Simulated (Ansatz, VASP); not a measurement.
**Two plane-wave programs on SrTiO3**

```xyz
5
Lattice="3.8328 0.0000 0.0000 0.0000 3.8328 0.0000 0.0000 0.0000 3.8911" Properties=species:S:1:pos:R:3 pbc="T T T"
Sr    0.0000    0.0000    0.0000
Ti    1.9164    1.9164    1.9456
O     0.0000    1.9164    1.9456
O     1.9164    0.0000    1.9456
O     1.9164    1.9164    0.0000
```

Change from the starting cell: strain -0.015 along x and y, +0.000 along z, atoms carried along.

Alike in both runs: task single point; functional PBEsol; k mesh 8 × 8 × 8; occupations gaussian, width 0.05 eV; no spin polarisation.

```csv
,VASP,Ansatz
version,VASP 6.6.1,Ansatz 0.2.0
potentials or method,"VASP PAW PBE potentials, release 64 (Sr_sv, Ti_sv, O), cutoff 520 eV","scalar-relativistic, plane waves, PAW"
valence electrons in the cell,40,40
```

|  | VASP | Ansatz | Ansatz less VASP |
| --- | --- | --- | --- |
| gap on the k mesh at the Fermi level (eV) | 1.83 | 1.87 | +0.035 |
| least direct gap on the mesh (eV) | 2.19 | 2.21 | +0.023 |
| pressure (GPa) | 6.8 | 6.1 | -0.75 |
| traceless stress, the component that is largest in VASP (GPa) | -2.82 | -2.78 | +0.039 |

VASP's potentials were made for PBE, not for PBEsol.
